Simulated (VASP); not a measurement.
Input of a VASP 6.6.1 run:

File INCAR:

```
SYSTEM = La2Zr3O
ALGO = Normal ; EDIFF = 1E-6
ENCUT = 520 ; GGA = PE
ISIF = 2 ; ISMEAR = 0
LASPH = .TRUE. ; LCHARG = .FALSE.
LREAL = .FALSE. ; LWAVE = .FALSE.
NBANDS = 41 ; NELM = 80
PREC = Accurate ; SIGMA = 0.1
```

The input KPOINTS:

```
k-points
0
G
  12 12 6
  0 0 0
```

File POSCAR:

```
La2Zr3O
1.0
    4.5160210598      0.0000000000      0.0000000000
   -2.2580105299      3.9109889618      0.0000000000
    0.0000000000      0.0000000000      8.3422421150
La Zr O
2 3 1
Direct
    0.6666666667      0.3333333333      0.2444820175
    0.6666666667      0.3333333333      0.7555179825
    0.0000000000      0.0000000000      0.5000000000
    0.3333333333      0.6666666667      0.0000000000
    0.3333333333      0.6666666667      0.5000000000
    0.0000000000      0.0000000000      0.0000000000
```

Potentials or basis: VASP PAW PBE potentials, release 64 (La, Zr_sv, O).

Run with:

```console
$ cat potpaw_PBE.64/La/POTCAR potpaw_PBE.64/Zr_sv/POTCAR potpaw_PBE.64/O/POTCAR > POTCAR
$ mpirun -np 1 vasp_std > vasp.out
```

(1) Predict the largest force.

(2) Predict the pressure.

(3) Estimate the band gap on the k mesh.

## Answers

(1) 0.007 eV/Å.

(2) 0.0 GPa.

(3) zero (band 32 reaches 8.50 eV, above the bottom of band 33 at 8.06 eV).

Caveat: spin-orbit coupling is left out, which moves the levels of the heavy elements.
